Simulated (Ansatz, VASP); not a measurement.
# One calculation of InAs, two programs

Contents of INCAR:

```
  ALGO = Normal
  EDIFF = 1E-7
  ENCUT = 520
  GGA = PE
  ISIF = 2
  ISMEAR = 0
  LASPH = True
  LCHARG = False
  LREAL = False
  LWAVE = False
  NBANDS = 16
  NELM = 100
  PREC = Accurate
  SIGMA = 0.05
```

The input KPOINTS:

```
k-points
0
Gamma
  10 10 10
```

The input POSCAR:

```
InAs
1.0
    0.0000000000      3.0931234142      3.0931234142
    3.0931234142      0.0000000000      3.0931234142
    3.0931234142      3.0931234142      0.0000000000
In As
1 1
Direct
    0.0000000000      0.0000000000      0.0000000000
    0.7500000000      0.7500000000      0.7500000000
```

Input for Ansatz:

```yaml
crystal:
  lattice:
    - [0.0, 3.0931234142, 3.0931234142]
    - [3.0931234142, 0.0, 3.0931234142]
    - [3.0931234142, 3.0931234142, 0.0]
  atoms:
    - { symbol: In, position: [0.0, 0.0, 0.0] }
    - { symbol: As, position: [0.75, 0.75, 0.75] }
basis:
  ecutwfc: 420
  ecutrho_ratio: 4
kpoints:
  mp_grid: { grid: [10, 10, 10] }
hamiltonian:
  xc: pbe
scf:
  occupations: { method: gaussian, width: 0.05 }
output:
  forces: true
  stress: true
  eigenvalues: true
```

Alike in both runs: task single point; functional PBE; k mesh 10 × 10 × 10; occupations gaussian, width 0.05 eV; no spin polarisation.

|  | VASP | Ansatz |
| --- | --- | --- |
| version | VASP 6.6.1 | Ansatz 0.2.0 |
| potentials or method | VASP PAW PBE potentials, release 64 (In_d, As), cutoff 520 eV | scalar-relativistic, plane waves, PAW |
| valence electrons in the cell | 18 | 28 |

VASP gave:

```
gap on the k mesh at the Fermi level (eV) : none
pressure (GPa)                            : 0.1
```

**Question.** Estimate Ansatz's values.

**Answer.** gap on the k mesh at the Fermi level (eV): none; pressure (GPa): 0.0.

A gap of «none» marks a metal or a gap that the smearing closes. With one functional, cell and mesh, what is left measures potentials, basis and numerics. VASP's potentials hold 18 valence electrons a cell and Ansatz's 28, so a difference there can come from the potentials and not from the codes.
